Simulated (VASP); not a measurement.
Wanted: the native input for a VASP 6.6.1 run.

```yaml
Task: single point
Functional: LDA
Potentials_or_basis: VASP PAW LDA potentials, release 64 (Li_sv, H_h, S, O_h)
Cutoff: 910 eV
k_mesh: 2 × 1 × 1
Occupations: fermi-dirac, width 0.05 eV
Spin: no spin polarisation
Dipole_correction: no
Further_INCAR_settings: LREAL = Auto; ALGO = Normal; EDIFF = 1e-06; NBANDS = 88
```

The structure of LiHSO4 lies in POSCAR:

```
LiHSO4
1.0
    5.3414780000      0.0000000000      0.0000000000
    0.0000000000      7.3736770000      0.0000000000
   -0.0226800000      0.0000000000      8.5596560000
Li H S O
4 4 4 16
Direct
    0.5215705387      0.3217119491     -0.0106896819
    0.4550093014      0.7703212386      0.4992139871
    0.5823522153      0.7345182058      1.0194685394
    0.5058176006      0.2021515182      0.5032445229
    0.8535165099      0.5754388211      0.7689444529
    0.1475395030      0.1137017529      0.7221785548
    0.1248432871      0.3776406262      0.2181512902
    0.9106373131      0.8827753101      0.2755367739
    0.2270864272      0.4663887501      0.7220967759
    0.7853206746      0.9729474182      0.7571916442
    0.7519971325      0.5364352141      0.2899532411
    0.2503522739      0.0289543467      0.2271236134
    0.3112042443      0.4905151121      0.8858299913
    0.6522501288      0.9801215866      0.6075711454
    0.6064712729      0.5368963137      0.1434286612
    0.3073536021     -0.0027530362      0.3889992775
    0.2870499497      0.2861937131      0.6600966207
    0.7629743565      0.7924268991      0.8338068726
    0.7494205446      0.7146231114      0.3621407215
    0.2801478844      0.2216261982      0.1809418509
    0.2556910560      0.6249934734      0.6246980019
    0.6922773085      0.1116674896      0.8634926450
    0.6653554673      0.3878797512      0.3916045224
    0.3695522685      0.9087596324      0.1126680792
    0.9335625155      0.4424929381      0.7453103256
    0.0604953137      0.9840544955      0.7246202417
    0.0453089487      0.5010525956      0.2564705871
    0.9608815557      0.0007187730      0.2216794694
```

One way to write it, as run:

INCAR

```
SYSTEM = LiHSO4
PREC = Accurate
ENCUT = 910
EDIFF = 1E-6
ISMEAR = -1
SIGMA = 0.05
LREAL = Auto
LASPH = .True.
NELM = 120
ALGO = Normal
ISIF = 2
LWAVE = .False.
LCHARG = .False.
GGA = CA
NBANDS = 88
GGA_COMPAT = .False.
```

KPOINTS

```
Automatic mesh
0
Gamma
  2 1 1
  0 0 0
```

Potentials or basis: VASP PAW LDA potentials, release 64 (Li_sv, H_h, S, O_h).

The run is started by

```bash
$ cat potpaw_LDA.64/Li_sv/POTCAR potpaw_LDA.64/H_h/POTCAR potpaw_LDA.64/S/POTCAR potpaw_LDA.64/O_h/POTCAR > POTCAR
$ mpirun -np 1 vasp_std > vasp.out
```

Results of the run:

```
Pressure               : -5.8 GPa
Largest force          : 3.655 eV/Å
Band gap on the k mesh : 5.23 eV
```

Caveat: the k points lie up to 0.85 Å⁻¹ apart; the cutoff is under 1.25 times the usual one of these potentials, so pressure, stress and relaxed cells hold a basis-set (Pulay) error; forces of over 1 eV/Å act on the atoms, so gaps and moduli don't describe the material at rest.

Run time: 2.1 min on 1 thread of Intel(R) Xeon(R) 6975P-C (Granite Rapids) (shared host), peak memory 0.6 GiB.
